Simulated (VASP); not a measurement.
Here is a VASP 6.6.1 calculation.

The input INCAR:

```
  ALGO = Normal
  EDIFF = 1E-6
  ENCUT = 520
  ISIF = 2
  ISMEAR = -1
  LASPH = True
  LCHARG = False
  LREAL = False
  LWAVE = False
  NBANDS = 18
  NELM = 60
  PREC = Accurate
  SIGMA = 0.1
```

File KPOINTS:

```
k-points
0
Gamma
  12 12 12
```

POSCAR

```
Au
1.0
    0.0000000000      2.9755525839      2.9755525839
    2.9755525839      0.0000000000      2.9755525839
    2.9755525839      2.9755525839      0.0000000000
Au
2
Direct
   -0.1250000000     -0.1250000000     -0.1250000000
    0.1250000000      0.1250000000      0.1250000000
```

Potentials or basis: VASP PAW LDA potentials, release 64 (Au).

Command:

```bash
$ cat potpaw_LDA.64/Au/POTCAR > POTCAR
$ mpirun -np 1 vasp_std > vasp.out
```

**Question.** What does it give for the pressure?

**Answer.** 0.3 GPa.

**Question.** What does it give for the band gap on the k mesh?

**Answer.** Zero (bands 11 and 12 overlap by 0.65 eV).

Caveat: spin-orbit coupling is left out, which moves the levels of the heavy elements.
